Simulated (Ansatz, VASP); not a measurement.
**NiO2: VASP beside Ansatz**

```
CELL_PARAMETERS angstrom
2.80281 0.00000 0.00000
-1.40141 2.42731 0.00000
0.00000 0.00000 4.90604
ATOMIC_POSITIONS crystal
Ni 0.00000 0.00000 0.50000
O 0.66667 0.33333 0.73794
O 0.33333 0.66667 0.26206
```

Alike in both runs: task single point; functional PBEsol; k mesh 12 × 12 × 6; occupations gaussian, width 0.05 eV; no spin polarisation.

```csv
,VASP,Ansatz
version,VASP 6.6.1,Ansatz 0.2.0
potentials or method,"VASP PAW PBE potentials, release 64 (Ni, O), cutoff 520 eV","scalar-relativistic, plane waves, PAW"
valence electrons in the cell,22,30
```

|  | VASP | Ansatz | Ansatz less VASP |
| --- | --- | --- | --- |
| gap on the k mesh at the Fermi level (eV) | 0.67 | 0.70 | +0.024 |
| least direct gap on the mesh (eV) | 0.71 | 0.73 | +0.019 |
| pressure (GPa) | -25.5 | -25.8 | -0.32 |
| traceless stress, the component that is largest in VASP (GPa) | -12.70 | -12.83 | -0.130 |
| rms of the force components (eV/Å) | 1.593 | 1.632 | +0.0393 |

VASP's potentials were made for PBE, not for PBEsol. Atom by atom the forces differ by 0.039 eV/Å (rms over components). VASP's potentials hold 22 valence electrons a cell and Ansatz's 30, so a difference there can come from the potentials and not from the codes.
